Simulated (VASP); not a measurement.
# Ca3Sc (I4/mmm) in VASP: single point with r2SCAN

Aim: the single point of Ca3Sc with r2SCAN.

All numbers are computed with VASP 6.6.1; they aren't measurements. Logs are shortened: lines on timing, memory, paths and dates and some standing lists are left out, and cuts for length are marked.

## Step 1: The cell of the first run

It takes space group I4/mmm (No. 139, tetragonal). The conventional cell has a = 4.569 Å, b = 4.569 Å, c = 10.159 Å, α = 90.00°, β = 90.00°, γ = 90.00°. Sc (site symmetry 4/mmm) has 12 Ca at 3.23 to 3.42 Å within 4.3 Å. Within 4.3 Å of Ca (site symmetry 4/mmm) lie 4 Sc at 3.23 Å and 8 Ca at 3.42 Å. Within 4.3 Å of Ca (site symmetry -4m2) lie 8 Ca at 3.23 to 3.42 Å and 4 Sc at 3.42 Å.

## Step 2: Single point, r2SCAN

POSCAR

```
Ca3Sc
1.0
    0.0000000000      4.5694410000      0.0000000000
    4.5694410000      0.0000000000      0.0000000000
    2.2847210000      2.2847210000     -5.0796550000
Sc Ca
1 3
Direct
    0.5000000000      0.5000000000      0.0000000000
    0.0000000000      0.0000000000      0.0000000000
    0.7500000000      0.2500000000      0.5000000000
    0.2500000000      0.7500000000      0.5000000000
```

INCAR.step1

```
PREC = Accurate
ENCUT = 520
ISMEAR = 0
SIGMA = 0.1873
LREAL = False
LASPH = True
NELM = 100
NBANDS = 28
GGA = PE
ALGO = Normal
EDIFF = 1E-4
LWAVE = True
LCHARG = False
```

INCAR.step2

```
PREC = Accurate
ENCUT = 520
EDIFF = 1E-7
ISMEAR = 0
SIGMA = 0.1873
LREAL = False
LASPH = True
NELM = 100
ALGO = Normal
ISIF = 2
LWAVE = False
LCHARG = False
METAGGA = R2SCAN
LMIXTAU = True
NBANDS = 28
ISTART = 1
```

KPOINTS

```
Automatic mesh
0
Gamma
  8 8 8
```

Potentials or basis: VASP PAW PBE potentials, release 64 (Sc_sv, Ca_sv).

Started as:

```
$ cat potpaw_PBE.64/Sc_sv/POTCAR potpaw_PBE.64/Ca_sv/POTCAR > POTCAR
$ cp INCAR.step1 INCAR
$ mpirun -np 1 vasp_std > vasp.out
$ cp INCAR.step2 INCAR
$ mpirun -np 1 vasp_std > vasp.out
```

OUTCAR:

```text
PREC = Accurate
   ENCUT = 520
   EDIFF = 1E-7
   ISMEAR = 0
   LREAL = False
   LASPH = True
   NELM = 100
   ISIF = 2
   METAGGA = R2SCAN
   ISTART = 1

 ion  position               nearest neighbor table
   1  0.500  0.500  0.000-   2 3.23   2 3.23   2 3.23   2 3.23
   2  0.000  0.000  0.000-   1 3.23   1 3.23   1 3.23   1 3.23
   3  0.750  0.250  0.500-
   4  0.250  0.750  0.500-

  LATTYP: Found a body centered tetragonal cell.
 ALAT       =     4.5694410000
 C/A-ratio  =     2.2233157185

  Lattice vectors:

 A1 = (  -2.2847210000,   2.2847200000,   5.0796550000)
 A2 = (   2.2847200000,  -2.2847210000,   5.0796550000)
 A3 = (   2.2847210000,   2.2847210000,  -5.0796550000)

Analysis of symmetry for initial positions (statically):
=====================================================================
 Subroutine PRICEL returns:
 Original cell was already a primitive cell.

 Routine SETGRP: Setting up the symmetry group for a
 body centered tetragonal supercell.

 Subroutine GETGRP returns: Found 16 space group operations
 (whereof 16 operations were pure point group operations)
 out of a pool of 16 trial point group operations.

The static configuration has the point symmetry D_4h.

Analysis of symmetry for dynamics (positions and initial velocities):
=====================================================================
 Subroutine PRICEL returns:
 Original cell was already a primitive cell.

 Routine SETGRP: Setting up the symmetry group for a
 body centered tetragonal supercell.

 Subroutine GETGRP returns: Found 16 space group operations
 (whereof 16 operations were pure point group operations)
 out of a pool of 16 trial point group operations.

The dynamic configuration has the point symmetry D_4h.

 Subroutine INISYM returns: Found 16 space group operations
 (whereof 16 operations are pure point group operations),
 and found     1 'primitive' translations

----------------------------------------------------------------------------------------

                                     Primitive cell

  volume of cell :     106.0621

  direct lattice vectors                    reciprocal lattice vectors
     0.000000000  4.569441000  0.000000000     0.000000000  0.218845150  0.098431903
     4.569441000  0.000000000  0.000000000     0.218845150  0.000000000  0.098431903
     2.284721000  2.284721000 -5.079655000     0.000000000  0.000000000 -0.196863763

  length of vectors
     4.569441000  4.569441000  6.020198918     0.239962579  0.239962579  0.196863763

  position of ions in fractional coordinates (direct lattice)
     0.500000000  0.500000000  0.000000000
     0.000000000  0.000000000  0.000000000
     0.750000000  0.250000000  0.500000000
     0.250000000  0.750000000  0.500000000

  ion indices of the primitive-cell ions
   primitive index   ion index
                 1           1
                 2           2
                 3           3
                 4           4

----------------------------------------------------------------------------------------

 KPOINTS: Automatic mesh

Automatic generation of k-mesh.
 Grid dimensions read from file:
 generate k-points for:    8    8    8

 Generating k-lattice:

  Cartesian coordinates                     Fractional coordinates (reciprocal lattice)
     0.000000000  0.027355644  0.012303988     0.125000000  0.000000000  0.000000000
     0.027355644  0.000000000  0.012303988     0.000000000  0.125000000  0.000000000
     0.000000000  0.000000000 -0.024607970     0.000000000  0.000000000  0.125000000

  Length of vectors
     0.029995322  0.029995322  0.024607970

  Shift w.r.t. Gamma in fractional coordinates (k-lattice)
     0.000000000  0.000000000  0.000000000

 Subroutine IBZKPT returns following result:
 ===========================================

 Found     59 irreducible k-points:

 Following reciprocal coordinates:
            Coordinates               Weight
  0.000000  0.000000  0.000000      1.000000
  0.125000  0.000000  0.000000      8.000000
  0.250000  0.000000  0.000000      8.000000
  0.375000  0.000000  0.000000      8.000000
  0.500000  0.000000  0.000000      4.000000
  0.125000  0.125000  0.000000      8.000000
[... 16 lines left out ...]
  0.250000  0.000000  0.125000      4.000000
  0.375000  0.000000  0.125000      8.000000
 [... further k-points ...]
   k-points           NKPTS =     59   k-points in BZ     NKDIM =     59   number of bands    NBANDS=     28
   number of dos      NEDOS =    301   number of ions     NIONS =      4
   total plane-waves  NPLWV =  62208
   dimension x,y,z NGX =    36 NGY =   36 NGZ =   48
   dimension x,y,z NGXF=    72 NGYF=   72 NGZF=   96
   ions per type =               1   3
   NGX,Y,Z   is equivalent  to a cutoff of  13.10, 13.10, 13.26 a.u.
   NGXF,Y,Z  is equivalent  to a cutoff of  26.20, 26.20, 26.51 a.u.
 SYSTEM =  unknown system
   PREC   = accura    normal or accurate (medium, high low for compatibility)
   ISTART =      1    job   : 0-new  1-cont  2-samecut
   ICHARG =      0    charge: 1-file 2-atom 10-const
   ISPIN  =      1    spin polarized calculation?
   LNONCOLLINEAR =      F non collinear calculations
   LSORBIT =      F    spin-orbit coupling
   LASPH  =      T    aspherical Exc in radial PAW
   ENCUT  =  520.0 eV  38.22 Ry    6.18 a.u.   8.50  8.50 11.19*2*pi/ulx,y,z
   NELM   =    100;   NELMIN=  2; NELMDL=  0     # of ELM steps
   EDIFF  = 0.1E-06   stopping-criterion for ELM
   LREAL  =      F    real-space projection
   EDIFFG = 0.1E-05   stopping-criterion for IOM
   NSW    =      0    number of steps for IOM
   IBRION =     -1    ionic relax: 0-MD 1-quasi-New 2-CG
   NFREE  =      0    steps in history (QN), initial steepest desc. (CG)
   ISIF   =      2    stress and relaxation
   ISYM   =      2    0-nonsym 1-usesym 2-fastsym
   POTIM  = 0.5000    time-step for ionic-motion
   TEBEG  =    0.0;   TEEND  =   0.0 temperature during run
   PSTRESS=    0.0 pullay stress
   NELECT =      41.0000    total number of electrons
   NUPDOWN=      -1.0000    fix difference up-down
   EMIN   =  10.00;   EMAX   =-10.00  energy-range for DOS
   EFERMI =   0.00;   METHOD = LEGACY
   ISMEAR =     0;   SIGMA  =   0.19  broadening in eV -4-tet -1-fermi 0-gaus
   EFERMI_NEDOS =   21; number of points for ismear=-14 and -15
   IALGO  =     38    algorithm
   IMIX   =      4    mixing-type and parameters
     AMIX     =   0.40;   BMIX     =  1.00
     AMIX_MAG =   1.60;   BMIX_MAG =  1.00
  volume/ion in A,a.u.               =      26.52       178.94
  Fermi-wavevector in a.u.,A,eV,Ry     =   1.192567  2.253624 19.350413  1.422215
  Thomas-Fermi vector in A             =   2.328602
   LORBIT       =      0    0 simple, 1 ext, 2 COOP (PROOUT), +10 PAW based schemes
   METAGGA = R2SCAN    functional components
   LHFCALC =     F    Hartree Fock is set to
   AEXX    =    0.0000 exact exchange contribution
   IVDW    =     0    specifies the selected vdW correction
   LEPSILON=     F    determine dielectric tensor
   LRPA    =     F    only Hartree local field effects (RPA)
 non-spin polarized calculation
 Gauss-broadening in eV      SIGMA  =   0.19
  energy-cutoff  :      520.00
  volume of cell :      106.06
 maximum number of plane-waves:      2883
 NGX is ok and might be reduce to    36
   NGX = 17   NGY = 17   NGZ = 23

 number of electron      41.0000002 magnetization

 Free energy of the ion-electron system (eV)
  ---------------------------------------------------
  ext. energy  EPLUGINS =         0.00000000
  ---------------------------------------------------
  free energy    TOTEN  =       -30.17266270 eV

  energy without entropy =      -30.06520572  energy(sigma->0) =      -30.11893421

 E-fermi :   4.0680     XC(G=0):  -9.9890

 val. band max:        4.0653607779   @ k =  -0.1250  -0.1250   0.2500
 cond. band min:       4.0768631358   @ k =  -0.3750   0.2500   0.0000
 fundamental gap:      0.0115023579
 Fermi energy:         4.0679804248

 k-point     1 :       0.0000    0.0000    0.0000
  band No.  band energies     occupation
      1     -47.8647      2.00000
      2     -38.6167      2.00000
      3     -38.5304      2.00000
      4     -38.4862      2.00000
      5     -25.5806      2.00000
      6     -25.5806      2.00000
[... 20 lines left out ...]
     27       6.4493      0.00000
     28       6.5415      0.00000

 k-point     2 :       0.1250    0.0000    0.0000
  band No.  band energies     occupation
      1     -47.8647      2.00000
      2     -38.6119      2.00000
      3     -38.5312      2.00000
      4     -38.4900      2.00000
      5     -25.5812      2.00000
      6     -25.5804      2.00000
[... 20 lines left out ...]
     27       6.4904      0.00000
     28       6.7160      0.00000

 k-point     3 :       0.2500    0.0000    0.0000
  band No.  band energies     occupation
      1     -47.8646      2.00000
      2     -38.5987      2.00000
      3     -38.5332      2.00000
      4     -38.5010      2.00000
      5     -25.5826      2.00000
      6     -25.5797      2.00000
[... 20 lines left out ...]
     27       6.3764      0.00000
     28       6.7535      0.00000

 k-point     4 :       0.3750    0.0000    0.0000
  band No.  band energies     occupation
      1     -47.8645      2.00000
      2     -38.5811      2.00000
      3     -38.5355      2.00000
      4     -38.5160      2.00000
      5     -25.5840      2.00000
      6     -25.5791      2.00000
[... 578 lines left out ...]
     27       6.3608      0.00000
     28       6.7690      0.00000

 k-point    23 :       0.2500    0.0000    0.1250
  band No.  band energies     occupation
      1     -47.8646      2.00000
      2     -38.6012      2.00000
      3     -38.5305      2.00000
      4     -38.5011      2.00000
      5     -25.5826      2.00000
      6     -25.5797      2.00000
[... 20 lines left out ...]
     27       6.6210      0.00000
     28       6.7528      0.00000

 k-point    24 :       0.3750    0.0000    0.1250
  band No.  band energies     occupation
      1     -47.8645      2.00000
      2     -38.5849      2.00000
      3     -38.5302      2.00000
      4     -38.5174      2.00000
      5     -25.5840      2.00000
      6     -25.5790      2.00000
[... 20 lines left out ...]
     27       6.1071      0.00000
     28       6.4276      0.00000

 [... further k-points ...]

------------------------ aborting loop because EDIFF is reached ----------------------------------------

  FORCE on cell =-STRESS in cart. coord.  units (eV):
  Direction    XX          YY          ZZ          XY          YZ          ZX
  --------------------------------------------------------------------------------------
  -------------------------------------------------------------------------------------
  Total        8.6531106      8.6531106      8.6415514      0.0000000     -0.0000009     -0.0000009
  in kB      130.7141102    130.7141102    130.5394977      0.0000000     -0.0000128     -0.0000128
  external PRESSURE =     130.6559060 kB  Pullay stress =       0.0000000 kB

 VOLUME and BASIS-vectors are now :
 -----------------------------------------------------------------------------
  energy-cutoff  :      520.00
  volume of cell :      106.06
      direct lattice vectors                 reciprocal lattice vectors
     0.000000000  4.569441000  0.000000000     0.000000000  0.218845150  0.098431903
     4.569441000  0.000000000  0.000000000     0.218845150  0.000000000  0.098431903
     2.284721000  2.284721000 -5.079655000     0.000000000  0.000000000 -0.196863763

 POSITION                                       TOTAL-FORCE (eV/Angst)
 -----------------------------------------------------------------------------------
      2.28472      2.28472      0.00000        -0.000000     -0.000000     -0.000000
      0.00000      0.00000      0.00000        -0.000000     -0.000000     -0.000000
      2.28472      4.56944     -2.53983        -0.000000     -0.000000      0.000000
      4.56944      2.28472     -2.53983         0.000000      0.000000     -0.000000
 -----------------------------------------------------------------------------------
    total drift:                                0.000000      0.000000     -0.000000

  FREE ENERGIE OF THE ION-ELECTRON SYSTEM (eV)
  ---------------------------------------------------
  free  energy   TOTEN  =       -30.1726626958 eV

  energy  without entropy=      -30.0652057189  energy(sigma->0) =      -30.11893421
```

Wall time 33 min (1 thread of AMD EPYC 7R43 (Zen 3), shared host); peak memory 0.32 GiB.

What came out:

* Free energy: -30.1727 eV
* Pressure: 13.1 GPa
* Band gap on the k mesh: zero (an odd number of electrons rules out a gap without spin polarisation)

Caveat: the cell stands under pressure; the PAW data sets were made with another functional, which shifts forces and pressure a little.
